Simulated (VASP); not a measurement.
# C in VASP: notebook

The runs below take C through single point, with LDA.

Everything below comes from runs of VASP 6.6.1. Logs are shortened: lines on timing, memory, paths and dates and some standing lists are left out, and cuts for length are marked.

### 1 The cell of the first run

The structure is monoclinic, space group C2/m (No. 12). Conventional cell: a = 2.446 Å, b = 6.719 Å, c = 2.444 Å, α = 90.00°, β = 120.01°, γ = 90.00°. C (site symmetry m) has 3 C at 1.32 to 1.48 Å within 1.8 Å.

### 2 Single point, LDA (atom 1 (C) moved by (+0.100, +0.000) A along [1 1 0] and z)

Contents of INCAR:

```
PREC = Accurate ; ENCUT = 520
EDIFF = 1E-6 ; ISMEAR = 0
SIGMA = 0.03 ; LREAL = False
LASPH = True ; NELM = 100
ALGO = Normal ; ISIF = 2
LWAVE = False ; LCHARG = True
LELF = True ; LVHAR = True
NBANDS = 11
```

Contents of KPOINTS:

```
regular mesh
0
Gamma
  16 16 16
```

Contents of POSCAR:

```
C
1.0
    0.0000000000      2.1166507485      3.3597491838
    1.2227846672      0.0000000000      3.3597491838
    1.2227846672      2.1166507485      0.0000000000
C
2
Direct
    0.1544962110      0.8455037890      0.2123237910
    0.8332934344      0.1667065656      0.8332934344
```

Potentials or basis: VASP PAW LDA potentials, release 64 (C).

The run is started by

```bash
$ cat potpaw_LDA.64/C/POTCAR > POTCAR
$ mpirun -np 1 vasp_std > vasp.out
```

OUTCAR:

```text
PREC = Accurate
   ENCUT = 520
   EDIFF = 1E-6
   ISMEAR = 0
   LREAL = False
   LASPH = True
   NELM = 100
   ISIF = 2

 ion  position               nearest neighbor table
   1  0.154  0.846  0.212-   2 1.32   2 1.44   2 1.48
   2  0.833  0.167  0.833-   1 1.32   1 1.44   1 1.48

  LATTYP: Found a face centered orthorhombic cell.
 ALAT       =     2.4455693344
 B/A-ratio  =     1.7310085784
 C/A-ratio  =     2.7476212893

  Lattice vectors:

 A1 = (   0.0000000000,   2.1166507485,   3.3597491838)
 A2 = (   1.2227846672,   0.0000000000,   3.3597491838)
 A3 = (   1.2227846672,   2.1166507485,   0.0000000000)

Analysis of symmetry for initial positions (statically):
=====================================================================
 Subroutine PRICEL returns:
 Original cell was already a primitive cell.

 Routine SETGRP: Setting up the symmetry group for a
 face centered orthorhombic supercell.

 Subroutine GETGRP returns: Found  4 space group operations
 (whereof  2 operations were pure point group operations)
 out of a pool of  8 trial point group operations.

The static configuration has the point symmetry C_1h.
 The point group associated with its full space group is C_2h.

Analysis of symmetry for dynamics (positions and initial velocities):
=====================================================================
 Subroutine PRICEL returns:
 Original cell was already a primitive cell.

 Routine SETGRP: Setting up the symmetry group for a
 face centered orthorhombic supercell.

 Subroutine GETGRP returns: Found  4 space group operations
 (whereof  2 operations were pure point group operations)
 out of a pool of  8 trial point group operations.

The dynamic configuration has the point symmetry C_1h.
 The point group associated with its full space group is C_2h.

 Subroutine INISYM returns: Found  4 space group operations
 (whereof  2 operations are pure point group operations),
 and found     1 'primitive' translations

----------------------------------------------------------------------------------------

                                     Primitive cell

  volume of cell :      17.3915

  direct lattice vectors                    reciprocal lattice vectors
     0.000000000  2.116650749  3.359749184    -0.408902739  0.236222249  0.148820633
     1.222784667  0.000000000  3.359749184     0.408902739 -0.236222249  0.148820633
     1.222784667  2.116650749  0.000000000     0.408902739  0.236222249 -0.148820633

  length of vectors
     3.970909841  3.575348503  2.444465736     0.495126228  0.495126228  0.495126228
[... 91 lines left out ...]
   PSTRESS=    0.0 pullay stress
   NELECT =       8.0000    total number of electrons
   NUPDOWN=      -1.0000    fix difference up-down
   EMIN   =  10.00;   EMAX   =-10.00  energy-range for DOS
   EFERMI =   0.00;   METHOD = LEGACY
   ISMEAR =     0;   SIGMA  =   0.03  broadening in eV -4-tet -1-fermi 0-gaus
   EFERMI_NEDOS =   21; number of points for ismear=-14 and -15
   IALGO  =     38    algorithm
   IMIX   =      4    mixing-type and parameters
     AMIX     =   0.40;   BMIX     =  1.00
     AMIX_MAG =   1.60;   BMIX_MAG =  1.00
  volume/ion in A,a.u.               =       8.70        58.68
  Fermi-wavevector in a.u.,A,eV,Ry     =   1.263745  2.388132 21.729207  1.597052
  Thomas-Fermi vector in A             =   2.397086
   LORBIT       =      0    0 simple, 1 ext, 2 COOP (PROOUT), +10 PAW based schemes
   GGA     = CA    functional components
   LHFCALC =     F    Hartree Fock is set to
   AEXX    =    0.0000 exact exchange contribution
   IVDW    =     0    specifies the selected vdW correction
   LEPSILON=     F    determine dielectric tensor
   LRPA    =     F    only Hartree local field effects (RPA)
 non-spin polarized calculation
 Gauss-broadening in eV      SIGMA  =   0.03
  energy-cutoff  :      520.00
  volume of cell :       17.39
 maximum number of plane-waves:       487
 NGX is ok and might be reduce to    30
   NGX = 15   NGY = 13   NGZ =  9

 number of electron       8.0000000 magnetization

 Free energy of the ion-electron system (eV)
  ---------------------------------------------------
  ext. energy  EPLUGINS =         0.00000000
  ---------------------------------------------------
  free energy    TOTEN  =       -19.92165682 eV

  energy without entropy =      -19.92165682  energy(sigma->0) =      -19.92165682

 E-fermi :   4.6143     XC(G=0): -10.7855

 val. band max:        4.4857644269   @ k =  -0.4375  -0.1250   0.3750
 cond. band min:       4.7558335314   @ k =   0.3125  -0.4375   0.3750
 fundamental gap:      0.2700691045
 Fermi energy:         4.6143154208

 k-point     1 :       0.0000    0.0000    0.0000
  band No.  band energies     occupation
      1     -14.9537      2.00000
      2      -2.0637      2.00000
      3       0.2603      2.00000
      4       3.2796      2.00000
      5       8.4699      0.00000
      6      11.1733      0.00000
      7      15.0266      0.00000
      8      16.3541      0.00000
      9      18.3929      0.00000
     10      27.1967      0.00000
     11      29.7415      0.00000
[... 309 lines left out ...]
 k-point    24 :      -0.2500   -0.2500   -0.1875
  band No.  band energies     occupation
      1     -14.0659      2.00000
      2      -1.9699      2.00000
      3      -1.5724      2.00000
      4       1.3219      2.00000
      5      10.5999      0.00000
      6      13.3585      0.00000
      7      13.7915      0.00000
      8      15.2979      0.00000
      9      19.8923      0.00000
     10      25.9137      0.00000
     11      29.1726      0.00000

 [... further k-points ...]

------------------------ aborting loop because EDIFF is reached ----------------------------------------

  FORCE on cell =-STRESS in cart. coord.  units (eV):
  Direction    XX          YY          ZZ          XY          YZ          ZX
  --------------------------------------------------------------------------------------
  -------------------------------------------------------------------------------------
  Total        1.9679169     -0.0238258     -0.0059304      1.1333506      0.0000000      0.0000000
  in kB      181.2931078     -2.1949414     -0.5463380    104.4092169      0.0000000      0.0000000
  external PRESSURE =      59.5172761 kB  Pullay stress =       0.0000000 kB

 VOLUME and BASIS-vectors are now :
 -----------------------------------------------------------------------------
  energy-cutoff  :      520.00
  volume of cell :       17.39
      direct lattice vectors                 reciprocal lattice vectors
     0.000000000  2.116650749  3.359749184    -0.408902739  0.236222249  0.148820633
     1.222784667  0.000000000  3.359749184     0.408902739 -0.236222249  0.148820633
     1.222784667  2.116650749  0.000000000     0.408902739  0.236222249 -0.148820633

 POSITION                                       TOTAL-FORCE (eV/Angst)
 -----------------------------------------------------------------------------------
      1.29350      0.77643      3.35975        -4.723415     -4.003827      0.000000
      1.22278      3.52758      3.35975         4.723415      4.003827      0.000000
 -----------------------------------------------------------------------------------
    total drift:                                0.000004      0.000004      0.000001

  FREE ENERGIE OF THE ION-ELECTRON SYSTEM (eV)
  ---------------------------------------------------
  free  energy   TOTEN  =       -19.9216568169 eV

  energy  without entropy=      -19.9216568169  energy(sigma->0) =      -19.92165682
```

Wall time 2.9 min (1 thread of AMD EPYC 7R13 (Zen 3), shared host); peak memory 0.23 GiB.

Results:

```
Free energy   : -19.9217 eV
Pressure      : 6.0 GPa
Largest force : 6.192 eV/Å
```

Forces in eV/Å, atoms in the order of the input:
```
C   -4.723 -4.004  0.000
C    4.723  4.004  0.000
```

Caveat: the cell differs from its parent crystal (atom 1 (C) moved by (+0.100, +0.000) A along [1 1 0] and z); the cell stands under pressure; forces of over 1 eV/Å act on the atoms, so gaps and moduli don't describe the material at rest.

### 3 Single point, LDA (atom 1 (C) moved by (-0.100, -0.100) A along [1 1 0] and z)

Contents of INCAR:

```
ALGO = Normal
EDIFF = 1E-6
ENCUT = 520
GGA = CA
ISIF = 2
ISMEAR = 0
LASPH = True
LCHARG = True
LELF = True
LREAL = False
LVHAR = True
LWAVE = False
NBANDS = 11
NELM = 80
PREC = Accurate
SIGMA = 0.03
```

Contents of KPOINTS:

```
k-points
0
Gamma
  16 16 16
```

POSCAR, as its differences from that of step 2:

```diff
@@ -8,3 +8,3 @@
 Direct
-    0.1544962110      0.8455037890      0.2123237910
+    0.1640348569      0.8062010165      0.1359714035
     0.8332934344      0.1667065656      0.8332934344
```

Potentials or basis: VASP PAW LDA potentials, release 64 (C).

The run is started by

```bash
$ cat potpaw_LDA.64/C/POTCAR > POTCAR
$ mpirun -np 1 vasp_std > vasp.out
```

It took 2.7 min on 1 thread of Intel Xeon 6975P-C (Granite Rapids), shared host; peak memory 0.39 GiB.

It converged, with:

```yaml
Free_energy: -19.8738 eV
Pressure: 4.4 GPa
Largest_force: 5.320 eV/Å
Band_gap_on_the_k_mesh: zero (bands 4 and 5 overlap by 0.01 eV)
```

Forces in eV/Å, atoms in the order of the input:
```
C    3.235  3.899  1.623
C   -3.235 -3.899 -1.623
```

Stress tensor (GPa, compression positive):
```
-1.09 -7.63 -2.96
-7.63 15.95 -3.44
-2.96 -3.44 -1.70
```

Levels at points of the mesh, in eV from the Fermi level:
| k point | band 1 | band 2 | band 3 | band 4 | band 5 | band 6 | band 7 | band 8 |
| --- | --- | --- | --- | --- | --- | --- | --- | --- |
| (0.00, 0.00, 0.00) | -19.56 | -6.65 | -4.31 | -1.24 | 3.63 | 6.59 | 10.51 | 11.89 |
| (0.50, 0.00, 0.00) | -14.04 | -13.36 | -5.94 | -2.12 | 1.11 | 7.36 | 12.90 | 13.13 |
| (0.50, 0.50, 0.50) | -14.33 | -12.46 | -7.00 | -2.90 | 2.36 | 7.54 | 13.04 | 13.25 |
| (0.00, 0.00, 0.50) | -14.33 | -12.45 | -7.00 | -3.06 | 2.93 | 7.53 | 11.36 | 13.84 |
| (0.00, 0.50, 0.00) | -14.04 | -13.36 | -5.93 | -2.33 | 1.56 | 7.33 | 11.64 | 13.67 |
| (0.50, 0.50, 0.00) | -19.24 | -8.70 | -4.31 | -1.26 | 6.51 | 10.04 | 10.49 | 11.33 |
| (0.50, 0.00, 0.50) | -13.91 | -13.83 | -5.74 | -1.03 | 1.62 | 7.89 | 10.84 | 11.12 |
| (0.00, 0.50, 0.50) | -13.67 | -13.66 | -5.79 | -2.58 | 0.15 | 7.50 | 13.67 | 17.16 |

Caveat: the cell differs from its parent crystal (atom 1 (C) moved by (-0.100, -0.100) A along [1 1 0] and z); the cell stands under pressure; forces of over 1 eV/Å act on the atoms, so gaps and moduli don't describe the material at rest.

### 4 Single point, LDA (atom 1 (C) moved by (+0.100, -0.100) A along [1 1 0] and z)

Contents of INCAR:

```
PREC = Accurate
ENCUT = 520
EDIFF = 1E-7
ISMEAR = 0
SIGMA = 0.03
LREAL = F
LASPH = T
NELM = 60
ALGO = Normal
ISIF = 2
LWAVE = F
LCHARG = F
GGA = CA
NBANDS = 11
```

Contents of KPOINTS:

```
Automatic mesh
0
Gamma
  16 16 16
```

POSCAR, as its differences from that of step 3:

```diff
@@ -8,3 +8,3 @@
 Direct
-    0.1640348569      0.8062010165      0.1359714035
+    0.1396141477      0.8306217257      0.2272058543
     0.8332934344      0.1667065656      0.8332934344
```

The run is started by

```bash
$ cat potpaw_LDA.64/C/POTCAR > POTCAR
$ mpirun -np 1 vasp_std > vasp.out
```

It took 3.1 min on 1 thread of Intel Xeon 6975P-C (Granite Rapids), shared host; peak memory 0.39 GiB.

Results (log left out):

* Free energy: -19.8417 eV
* Pressure: 5.1 GPa
* Largest force: 6.262 eV/Å

Forces in eV/Å, atoms in the order of the input:
```
C   -4.618 -3.915  1.600
C    4.618  3.915 -1.600
```

Stress tensor (GPa, compression positive):
```
17.23  9.92  4.27
 9.92 -0.14  3.74
 4.27  3.74 -1.75
```

Caveat: the cell differs from its parent crystal (atom 1 (C) moved by (+0.100, -0.100) A along [1 1 0] and z); the cell stands under pressure; forces of over 1 eV/Å act on the atoms, so gaps and moduli don't describe the material at rest.

### 5 The runs side by side

| cell | pressure (GPa) | largest force (eV/Å) |
| --- | --- | --- |
| as given, atomic positions A | 6.0 | 6.19 |
| as given, atomic positions B | 4.4 | 5.32 |
| as given, atomic positions C | 5.1 | 6.26 |

Alike in all rows: task single point; level LDA; potentials or basis VASP PAW LDA potentials, release 64 (C); no spin polarisation; k mesh 16 × 16 × 16; cutoff (eV) 520; smearing gaussian 0.03 eV.

Caveats: the cell stands under pressure; forces of over 1 eV/Å act on the atoms, so gaps and moduli don't describe the material at rest.

Absolute energies hang on the potentials; compare differences alone.
